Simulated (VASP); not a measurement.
# CaO (zincblende type) (F-43m) in VASP: a series of runs, part 2 of 2

VASP 6.6.1. The steps go on from the part before.

## (4) Electric field gradients, LDA

This run uses another cell than the first one, of 18.02 Å³/atom, 0.943 times its volume.

Contents of INCAR:

```
PREC = Accurate ; ENCUT = 520
EDIFF = 1E-8 ; ISMEAR = -1
SIGMA = 0.05 ; LREAL = False
LASPH = True ; NELM = 100
ALGO = Normal ; ISIF = 2
LWAVE = False ; LCHARG = False
LEFG = True ; NBANDS = 15
```

Contents of KPOINTS:

```
regular mesh
0
Gamma
  11 11 11
```

Contents of POSCAR:

```
CaO
1.0
    0.0000000000      2.6218300242      2.6218300242
    2.6218300242      0.0000000000      2.6218300242
    2.6218300242      2.6218300242      0.0000000000
Ca O
1 1
Direct
    0.0000000000      0.0000000000      0.0000000000
    0.2500000000      0.2500000000      0.2500000000
```

Potentials or basis: VASP PAW LDA potentials, release 64 (Ca_sv, O).

Command:

```console
> cat potpaw_LDA.64/Ca_sv/POTCAR potpaw_LDA.64/O/POTCAR > POTCAR
> mpirun -np 1 vasp_std > vasp.out
```

OUTCAR:

```text
PREC = Accurate
   ENCUT = 520
   EDIFF = 1E-8
   ISMEAR = -1
   LREAL = False
   LASPH = True
   NELM = 100
   ISIF = 2

 ion  position               nearest neighbor table
   1  0.000  0.000  0.000-   2 2.27   2 2.27   2 2.27   2 2.27
   2  0.250  0.250  0.250-   1 2.27   1 2.27   1 2.27   1 2.27

  LATTYP: Found a face centered cubic cell.
 ALAT       =     5.2436600484

  Lattice vectors:

 A1 = (   0.0000000000,   2.6218300242,   2.6218300242)
 A2 = (   2.6218300242,   0.0000000000,   2.6218300242)
 A3 = (   2.6218300242,   2.6218300242,   0.0000000000)

Analysis of symmetry for initial positions (statically):
=====================================================================
 Subroutine PRICEL returns:
 Original cell was already a primitive cell.

 Routine SETGRP: Setting up the symmetry group for a
 face centered cubic supercell.

 Subroutine GETGRP returns: Found 24 space group operations
 (whereof 24 operations were pure point group operations)
[... 618 lines left out ...]
      direct lattice vectors                 reciprocal lattice vectors
     0.000000000  2.621830024  2.621830024    -0.190706490  0.190706490  0.190706490
     2.621830024  0.000000000  2.621830024     0.190706490 -0.190706490  0.190706490
     2.621830024  2.621830024  0.000000000     0.190706490  0.190706490 -0.190706490

 POSITION                                       TOTAL-FORCE (eV/Angst)
 -----------------------------------------------------------------------------------
      0.00000      0.00000      0.00000        -0.000000     -0.000000     -0.000000
      1.31092      1.31092      1.31092         0.000000      0.000000      0.000000
 -----------------------------------------------------------------------------------
    total drift:                               -0.000000     -0.000000     -0.000000

  FREE ENERGIE OF THE ION-ELECTRON SYSTEM (eV)
  ---------------------------------------------------
  free  energy   TOTEN  =       -13.6536890309 eV

  energy  without entropy=      -13.6536890309  energy(sigma->0) =      -13.65368903

 Electric field gradients (V/A^2)
---------------------------------------------------------------------
 ion       V_xx      V_yy      V_zz      V_xy      V_xz      V_yz
---------------------------------------------------------------------
   1       0.000     0.000    -0.000     0.001     0.001     0.001
   2      -0.000    -0.000    -0.000     0.001     0.001     0.001
---------------------------------------------------------------------

 Electric field gradients after diagonalization (V/A^2)
 (convention: |V_zz| > |V_xx| > |V_yy|)
----------------------------------------------------------------------
 ion       V_xx      V_yy      V_zz     asymmetry (V_yy - V_xx)/ V_zz
----------------------------------------------------------------------
   1      -0.001    -0.001     0.001       0.000
   2      -0.001    -0.001     0.003       0.000
----------------------------------------------------------------------

           NMR quadrupolar parameters

 Cq : quadrupolar parameter    Cq=e*Q*V_zz/h
 eta: asymmetry parameters     (V_yy - V_xx)/ V_zz
 Q  : nuclear electric quadrupole moment in mb (millibarn)
----------------------------------------------------------------------
 ion       Cq(MHz)       eta       Q (mb)
----------------------------------------------------------------------
   1       0.000       0.000       1.000
   2       0.000       0.000       1.000
----------------------------------------------------------------------
```

OSZICAR:

```text
N       E                     dE             d eps       ncg     rms          rms(c)
DAV:   1     0.126477066927E+03    0.12648E+03   -0.80755E+03  1680   0.104E+03
DAV:   2    -0.100697483853E+02   -0.13655E+03   -0.12659E+03  2170   0.280E+02
DAV:   3    -0.160745827922E+02   -0.60048E+01   -0.59628E+01  1869   0.611E+01
DAV:   4    -0.162634756458E+02   -0.18889E+00   -0.18872E+00  2597   0.955E+00
DAV:   5    -0.162644507998E+02   -0.97515E-03   -0.97512E-03  1897   0.821E-01    0.953E+00
DAV:   6    -0.138926546099E+02    0.23718E+01   -0.83420E+00  1757   0.247E+01    0.442E+00
DAV:   7    -0.137169407860E+02    0.17571E+00   -0.85757E-01  1818   0.855E+00    0.199E+00
DAV:   8    -0.136544746562E+02    0.62466E-01   -0.14335E-01  2156   0.366E+00    0.398E-01
DAV:   9    -0.136532980905E+02    0.11766E-02   -0.57703E-03  1932   0.633E-01    0.151E-01
DAV:  10    -0.136536973487E+02   -0.39926E-03   -0.39450E-04  1813   0.182E-01    0.358E-02
DAV:  11    -0.136536965689E+02    0.77977E-06   -0.16737E-04  1897   0.974E-02    0.216E-02
DAV:  12    -0.136536900459E+02    0.65230E-05   -0.30117E-05  2191   0.629E-02    0.718E-03
DAV:  13    -0.136536889990E+02    0.10469E-05   -0.29830E-06  1925   0.214E-02    0.124E-03
DAV:  14    -0.136536890335E+02   -0.34496E-07   -0.16436E-07  1869   0.375E-03    0.409E-04
DAV:  15    -0.136536890309E+02    0.25482E-08   -0.91086E-09  1428   0.123E-03
   1 F= -.13653689E+02 E0= -.13653689E+02  d E =-.207596E-10
```

It took 30 s on 1 thread of AMD EPYC 7R43 (Zen 3), shared host; peak memory 0.12 GiB.

Results:

```
Free energy            : -13.6537 eV
Pressure               : -5.2 GPa
Band gap on the k mesh : 3.10 eV, indirect (least direct gap 3.70 eV)
```

Caveat: without QUAD_EFG the Cq values of the log hold for a quadrupole moment of 1 mb, not for the nuclei. A k mesh can miss the band edges.

## (5) Electric field gradients, r2SCAN

This run uses another cell than the first one, of 18.02 Å³/atom, 0.943 times its volume.

POSCAR is that of step 4.

Contents of INCAR.step1:

```
PREC = Accurate
ENCUT = 520
ISMEAR = -1
SIGMA = 0.05
LREAL = False
LASPH = True
NELM = 80
NBANDS = 15
GGA = PE
ALGO = Normal
EDIFF = 1E-4
LWAVE = True
LCHARG = False
```

Contents of INCAR.step2:

```
PREC = Accurate
ENCUT = 520
EDIFF = 1E-8
ISMEAR = -1
SIGMA = 0.05
LREAL = False
LASPH = True
NELM = 80
ALGO = Normal
ISIF = 2
LWAVE = False
LCHARG = False
METAGGA = R2SCAN
LMIXTAU = True
LEFG = True
NBANDS = 15
ISTART = 1
```

Contents of KPOINTS:

```
Automatic mesh
0
Gamma
  11 11 11
```

Potentials or basis: VASP PAW PBE potentials, release 64 (Ca_sv, O).

Command:

```console
> cat potpaw_PBE.64/Ca_sv/POTCAR potpaw_PBE.64/O/POTCAR > POTCAR
> cp INCAR.step1 INCAR
> mpirun -np 1 vasp_std > vasp.out
> cp INCAR.step2 INCAR
> mpirun -np 1 vasp_std > vasp.out
```

OUTCAR:

```text
PREC = Accurate
   ENCUT = 520
   EDIFF = 1E-8
   ISMEAR = -1
   LREAL = False
   LASPH = True
   NELM = 80
   ISIF = 2
   METAGGA = R2SCAN
   ISTART = 1

 ion  position               nearest neighbor table
   1  0.000  0.000  0.000-   2 2.27   2 2.27   2 2.27   2 2.27
   2  0.250  0.250  0.250-   1 2.27   1 2.27   1 2.27   1 2.27

  LATTYP: Found a face centered cubic cell.
 ALAT       =     5.2436600484

  Lattice vectors:

 A1 = (   0.0000000000,   2.6218300242,   2.6218300242)
[... 644 lines left out ...]
  ---------------------------------------------------
  free  energy   TOTEN  =       -18.9413991200 eV

  energy  without entropy=      -18.9413991200  energy(sigma->0) =      -18.94139912

 Electric field gradients (V/A^2)
---------------------------------------------------------------------
 ion       V_xx      V_yy      V_zz      V_xy      V_xz      V_yz
---------------------------------------------------------------------
   1       0.000     0.000     0.000     0.001     0.001     0.001
   2       0.000     0.000     0.000     0.001     0.001     0.001
---------------------------------------------------------------------

 Electric field gradients after diagonalization (V/A^2)
 (convention: |V_zz| > |V_xx| > |V_yy|)
----------------------------------------------------------------------
 ion       V_xx      V_yy      V_zz     asymmetry (V_yy - V_xx)/ V_zz
----------------------------------------------------------------------
   1      -0.001    -0.001     0.001       0.000
   2      -0.001    -0.001     0.002       0.000
----------------------------------------------------------------------

           NMR quadrupolar parameters

 Cq : quadrupolar parameter    Cq=e*Q*V_zz/h
 eta: asymmetry parameters     (V_yy - V_xx)/ V_zz
 Q  : nuclear electric quadrupole moment in mb (millibarn)
----------------------------------------------------------------------
 ion       Cq(MHz)       eta       Q (mb)
----------------------------------------------------------------------
   1       0.000       0.000       1.000
   2       0.000       0.000       1.000
----------------------------------------------------------------------
```

Run time: 2.8 min. Hardware: 1 thread of AMD EPYC 7R43 (Zen 3), shared host; peak memory 0.15 GiB.

What came out:

```
Free energy            : -18.9414 eV
Pressure               : -0.5 GPa
Band gap on the k mesh : 3.69 eV, indirect (least direct gap 4.27 eV)
```

Levels at points of the mesh, in eV from the valence-band top:
```tsv
k point	band 5	band 6	band 7	band 8	band 9	band 10	band 11	band 12
(0.00, 0.00, 0.00)	-15.71	-0.58	-0.58	-0.58	3.69	8.60	8.60	10.18
```

Caveat: without QUAD_EFG the Cq values of the log hold for a quadrupole moment of 1 mb, not for the nuclei; the PAW data sets were made with another functional, which shifts forces and pressure a little. A k mesh can miss the band edges.

## (6) The runs side by side

| task | level | potentials or basis | cell | k mesh for the DOS | occupations for the DOS | gap on the mesh (eV) | pressure (GPa) |
| --- | --- | --- | --- | --- | --- | --- | --- |
| electric field gradients | PBE | VASP PAW PBE potentials, release 64 (Ca_sv, O) | a = 3.781 Å, angles 60.0°, 2 atoms | - | - | 3.08 | -3.6 |
| density of states | PBE | VASP PAW PBE potentials, release 64 (Ca_sv, O) | a = 3.708 Å, angles 60.0°, 2 atoms | 17 × 17 × 17 | tetrahedron | - | - |
| electric field gradients | LDA | VASP PAW LDA potentials, release 64 (Ca_sv, O) | a = 3.708 Å, angles 60.0°, 2 atoms | - | - | 3.10 | -5.2 |
| electric field gradients | r2SCAN | VASP PAW PBE potentials, release 64 (Ca_sv, O) | a = 3.708 Å, angles 60.0°, 2 atoms | - | - | 3.69 | -0.5 |

Alike in all rows: no spin polarisation; k mesh 11 × 11 × 11; cutoff (eV) 520; smearing fermi-dirac 0.05 eV.

Caveats: the PAW data sets were made with another functional, which shifts forces and pressure a little (some runs).

Absolute energies hang on the potentials; compare differences alone.
